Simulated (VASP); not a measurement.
# Si (P6_3/mmc) in VASP: relaxation of cell and atoms with PBEsol

Aim: the relaxation of cell and atoms of Si with PBEsol.

All numbers are computed with VASP 6.6.1; they aren't measurements. Logs are shortened: lines on timing, memory, paths and dates and some standing lists are left out, and cuts for length are marked.

## (1) The cell of the first run

The structure is hexagonal, space group P6_3/mmc (No. 194). Conventional cell: a = 3.859 Å, b = 3.859 Å, c = 12.676 Å, α = 90.00°, β = 90.00°, γ = 120.00°. Within 3.1 Å of Si (site symmetry 3m) lie 4 Si at 2.36 to 2.37 Å. Si (site symmetry 3m) has 4 Si at 2.37 to 2.39 Å within 3.1 Å.

This isn't the form of Si at room conditions, which is diamond.

## (2) Relaxation of cell and atoms, PBEsol

INCAR

```
SYSTEM = Si
PREC = Accurate ; ENCUT = 600
EDIFF = 1E-7 ; ISMEAR = -1
SIGMA = 0.02 ; LREAL = .False.
LASPH = .True. ; NELM = 60
ALGO = Normal ; ISIF = 3
LWAVE = .False. ; LCHARG = .False.
GGA = PS ; IBRION = 2
NSW = 80 ; EDIFFG = -0.005
```

KPOINTS

```
regular mesh
0
Gamma
  12 12 2
  0 0 0
```

POSCAR

```
Si
1.0
    3.8589853015      0.0000000000      0.0000000000
   -1.9294926508      3.3419793039      0.0000000000
    0.0000000000      0.0000000000     12.6760053964
Si
8
Direct
    0.0000000000      0.0000000000      0.0005003176
    0.3333333333      0.6666666667      0.2496538929
    0.0000000000      0.0000000000      0.5005003176
    0.6666666667      0.3333333333      0.7496538929
    0.0000000000      0.0000000000      0.1869996824
    0.3333333333      0.6666666667      0.4378461071
    0.0000000000      0.0000000000      0.6869996824
    0.6666666667      0.3333333333      0.9378461071
```

Potentials or basis: VASP PAW PBE potentials, release 64 (Si).

The run is started by

```
cat potpaw_PBE.64/Si/POTCAR > POTCAR
mpirun -np 1 vasp_std > vasp.out
```

OUTCAR:

```text
SYSTEM = Si
   PREC = Accurate
   ENCUT = 600
   EDIFF = 1E-7
   ISMEAR = -1
   LREAL = .False.
   LASPH = .True.
   NELM = 60
   ISIF = 3
   GGA = PS
   IBRION = 2
   NSW = 80
   EDIFFG = -0.005

 ion  position               nearest neighbor table
   1  0.000  0.000  0.001-   5 2.36   8 2.37   8 2.37   8 2.37
   2  0.333  0.667  0.250-   5 2.37   5 2.37   5 2.37   6 2.39
   3  0.000  0.000  0.501-   7 2.36   6 2.37   6 2.37   6 2.37
   4  0.667  0.333  0.750-   7 2.37   7 2.37   7 2.37   8 2.39
   5  0.000  0.000  0.187-   1 2.36   2 2.37   2 2.37   2 2.37
   6  0.333  0.667  0.438-   3 2.37   3 2.37   3 2.37   2 2.39
   7  0.000  0.000  0.687-   3 2.36   4 2.37   4 2.37   4 2.37
   8  0.667  0.333  0.938-   1 2.37   1 2.37   1 2.37   4 2.39

  LATTYP: Found a hexagonal cell.
 ALAT       =     3.8589853015
 C/A-ratio  =     3.2848027152

  Lattice vectors:

 A1 = (   3.8589853015,   0.0000000000,   0.0000000000)
 A2 = (  -1.9294926508,   3.3419793039,   0.0000000000)
 A3 = (   0.0000000000,   0.0000000000,  12.6760053964)

Analysis of symmetry for initial positions (statically):
=====================================================================
 Subroutine PRICEL returns:
 Original cell was already a primitive cell.

 Routine SETGRP: Setting up the symmetry group for a
 hexagonal supercell.

 Subroutine GETGRP returns: Found 24 space group operations
 (whereof  6 operations were pure point group operations)
 out of a pool of 24 trial point group operations.

The static configuration has the point symmetry C_3v.
 The point group associated with its full space group is D_6h.

Analysis of symmetry for dynamics (positions and initial velocities):
=====================================================================
 Subroutine PRICEL returns:
 Original cell was already a primitive cell.

 Routine SETGRP: Setting up the symmetry group for a
 hexagonal supercell.

 Subroutine GETGRP returns: Found 24 space group operations
 (whereof  6 operations were pure point group operations)
 out of a pool of 24 trial point group operations.

The dynamic configuration has the point symmetry C_3v.
 The point group associated with its full space group is D_6h.

 Subroutine INISYM returns: Found 24 space group operations
 (whereof  6 operations are pure point group operations),
 and found     1 'primitive' translations

----------------------------------------------------------------------------------------

[... 113 lines left out ...]
   TEBEG  =    0.0;   TEEND  =   0.0 temperature during run
   PSTRESS=    0.0 pullay stress
   NELECT =      32.0000    total number of electrons
   NUPDOWN=      -1.0000    fix difference up-down
   EMIN   =  10.00;   EMAX   =-10.00  energy-range for DOS
   EFERMI =   0.00;   METHOD = LEGACY
   ISMEAR =    -1;   SIGMA  =   0.02  broadening in eV -4-tet -1-fermi 0-gaus
   EFERMI_NEDOS =   21; number of points for ismear=-14 and -15
   IALGO  =     38    algorithm
   IMIX   =      4    mixing-type and parameters
     AMIX     =   0.40;   BMIX     =  1.00
     AMIX_MAG =   1.60;   BMIX_MAG =  1.00
  volume/ion in A,a.u.               =      20.43       137.90
  Fermi-wavevector in a.u.,A,eV,Ry     =   0.950543  1.796266 12.293297  0.903532
  Thomas-Fermi vector in A             =   2.078929
   LORBIT       =      0    0 simple, 1 ext, 2 COOP (PROOUT), +10 PAW based schemes
   GGA     = PS    functional components
   LHFCALC =     F    Hartree Fock is set to
   AEXX    =    0.0000 exact exchange contribution
   IVDW    =     0    specifies the selected vdW correction
   LEPSILON=     F    determine dielectric tensor
   LRPA    =     F    only Hartree local field effects (RPA)
 conjugate gradient relaxation of ions
 non-spin polarized calculation
  energy-cutoff  :      600.00
  volume of cell :      163.48
 maximum number of plane-waves:      5507
 NGX is ok and might be reduce to    32
   NGX = 15   NGY = 15   NGZ = 51

--------------------------------------- Ionic step        1  -------------------------------------------

 number of electron      32.0000000 magnetization

 Free energy of the ion-electron system (eV)
  ---------------------------------------------------
  ext. energy  EPLUGINS =         0.00000000
  ---------------------------------------------------
  free energy    TOTEN  =       -45.93813545 eV

  energy without entropy =      -45.93813538  energy(sigma->0) =      -45.93813541

------------------------ aborting loop because EDIFF is reached ----------------------------------------

  FORCE on cell =-STRESS in cart. coord.  units (eV):
  Direction    XX          YY          ZZ          XY          YZ          ZX
  --------------------------------------------------------------------------------------
  -------------------------------------------------------------------------------------
  Total       -1.7550409     -1.7550409     -1.7450112      0.0000000     -0.0000000     -0.0000000
  in kB      -17.2003988    -17.2003988    -17.1021027      0.0000000     -0.0000000     -0.0000000
  external PRESSURE =     -17.1676335 kB  Pullay stress =       0.0000000 kB
[... 71 lines left out ...]
--------------------------------------- Ionic step        3  -------------------------------------------

 number of electron      32.0000000 magnetization

 Free energy of the ion-electron system (eV)
  ---------------------------------------------------
  ext. energy  EPLUGINS =         0.00000000
  ---------------------------------------------------
  free energy    TOTEN  =       -45.95501132 eV

  energy without entropy =      -45.95501117  energy(sigma->0) =      -45.95501125

 E-fermi :   6.1041     XC(G=0):  -9.5469

 val. band max:        5.8895221651   @ k =   0.0000   0.0000   0.0000
 cond. band min:       6.3370411240   @ k =   0.5000   0.0000   0.0000
 fundamental gap:      0.4475189588
 Fermi energy:         6.1040554852

 k-point     1 :       0.0000    0.0000    0.0000
  band No.  band energies     occupation
      1      -6.2149      2.00000
      2      -5.4240      2.00000
      3      -5.4092      2.00000
      4      -3.8865      2.00000
      5      -1.2396      2.00000
      6       1.7812      2.00000
[... 565 lines left out ...]
     20       7.7685      0.00000
     21       8.3747      0.00000

 [... further k-points ...]

------------------------ aborting loop because EDIFF is reached ----------------------------------------

  FORCE on cell =-STRESS in cart. coord.  units (eV):
  Direction    XX          YY          ZZ          XY          YZ          ZX
  --------------------------------------------------------------------------------------
  -------------------------------------------------------------------------------------
  Total        0.0012328      0.0012328      0.0059506     -0.0000000      0.0000000      0.0000000
  in kB        0.0123154      0.0123154      0.0594432     -0.0000000      0.0000000      0.0000000
  external PRESSURE =       0.0280246 kB  Pullay stress =       0.0000000 kB
[... 23 lines left out ...]
  FREE ENERGIE OF THE ION-ELECTRON SYSTEM (eV)
  ---------------------------------------------------
  free  energy   TOTEN  =       -45.9550113242 eV

  energy  without entropy=      -45.9550111711  energy(sigma->0) =      -45.95501125

 reached required accuracy - stopping structural energy minimisation
```

Run time: 9.6 min. Hardware: 1 thread of Oxide Virtual Turin-like, shared host; peak memory 0.35 GiB.

What came out:

- Free energy: -45.9550 eV
- Relaxed volume: 20.05 Å³/atom
- Relaxed cell: a = 3.834 Å, b = 3.834 Å, c = 12.596 Å, α = 90.00°, β = 90.00°, γ = 120.00°
- Space group after relaxing (to 0.1 Å): P6_3/mmc (No. 194)
- Energy gained by relaxing: 2.1 meV/atom
- Ionic steps: 3
- Pressure after relaxing: 0.0 GPa
- Largest force after relaxing: 0.004 eV/Å
- Band gap on the k mesh: 0.45 eV (least direct gap 1.21 eV)

Forces in eV/Å, atoms in the order of the input:
```
Si   0.000  0.000  0.002
Si   0.000  0.000  0.004
Si   0.000  0.000  0.002
Si   0.000  0.000  0.004
Si   0.000  0.000 -0.002
Si   0.000  0.000 -0.004
Si   0.000  0.000 -0.002
Si   0.000  0.000 -0.004
```

The path:
```
step  energy change (eV)  largest force (eV/Å)  pressure (GPa)  volume (Å³)
   1              0.0000                0.0039           -1.72       163.48
   2             -0.0091                0.0099            1.23       158.35
   3             -0.0169                0.0042            0.00       160.39
```

Final structure:
```yaml
crystal:
  lattice:
    - [3.83446, 0.00000, 0.00000]
    - [-1.91723, 3.32074, 0.00000]
    - [0.00000, 0.00000, 12.59590]
  atoms:
    - { symbol: Si, position: [0.00000, 0.00000, 0.00050] }
    - { symbol: Si, position: [0.33333, 0.66667, 0.24965] }
    - { symbol: Si, position: [0.00000, 0.00000, 0.50050] }
    - { symbol: Si, position: [0.66667, 0.33333, 0.74965] }
    - { symbol: Si, position: [0.00000, 0.00000, 0.18700] }
    - { symbol: Si, position: [0.33333, 0.66667, 0.43785] }
    - { symbol: Si, position: [0.00000, 0.00000, 0.68700] }
    - { symbol: Si, position: [0.66667, 0.33333, 0.93785] }
```

Levels at points of the mesh, in eV from the valence-band top:
| k point | band 14 | band 15 | band 16 | band 17 | band 18 | band 19 |
| --- | --- | --- | --- | --- | --- | --- |
| (0.00, 0.00, 0.00) | -0.16 | 0.00 | 0.00 | 1.21 | 1.68 | 2.07 |
| (0.50, 0.00, 0.00) | -2.24 | -1.73 | -1.32 | 0.45 | 0.66 | 1.01 |
| (0.00, 0.00, 0.50) | -0.31 | -0.31 | -0.31 | 1.37 | 1.37 | 2.51 |
| (0.50, 0.00, 0.50) | -2.52 | -1.68 | -1.68 | 0.64 | 0.64 | 1.85 |

Caveat: semilocal functionals underestimate gaps, and a narrow one can read as zero; the PAW data sets were made with another functional, which shifts forces and pressure a little. A k mesh can miss the band edges.
